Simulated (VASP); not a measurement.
Si:

```xyz
2
Lattice="0.0000 2.8444 2.8444 2.8444 0.0000 2.8444 2.8444 2.8444 0.0000" Properties=species:S:1:pos:R:3 pbc="T T T"
Si    0.0000    0.0000    0.0000
Si    1.4222    1.4222    1.4222
```

| Item | Value |
| --- | --- |
| Program | VASP 6.6.1 |
| Task | relaxation of cell and atoms |
| Functional | PBE |
| Potentials or basis | VASP PAW PBE potentials, release 64 (Si) |
| Cutoff | 500 eV |
| k mesh | 4 × 4 × 4 |
| Occupations | fermi-dirac, width 0.1 eV |
| Spin | no spin polarisation |

At the start: pressure -7.8 GPa; volume 23.01 Å³/atom.

Where does the relaxation end?

Over 3 steps the energy falls by 66.3 meV/atom and the volume is 20.57 Å³/atom (-10.6 %); space group Fd-3m (No. 227, to 0.05 Å).

The path:
```
step  energy change (eV)  largest force (eV/Å)  pressure (GPa)  volume (Å³)
   1              0.0000                0.0000           -7.84        46.03
   2             -0.0963                0.0000            5.54        38.93
   3             -0.1326                0.0000           -0.01        41.14
```

Final structure:
```
CELL_PARAMETERS angstrom
0.00000 2.73993 2.73993
2.73993 0.00000 2.73993
2.73993 2.73993 0.00000
ATOMIC_POSITIONS crystal
Si 0.00000 0.00000 0.00000
Si 0.25000 0.25000 0.25000
```

Caveat: the k points lie up to 0.50 Å⁻¹ apart in the final cell.
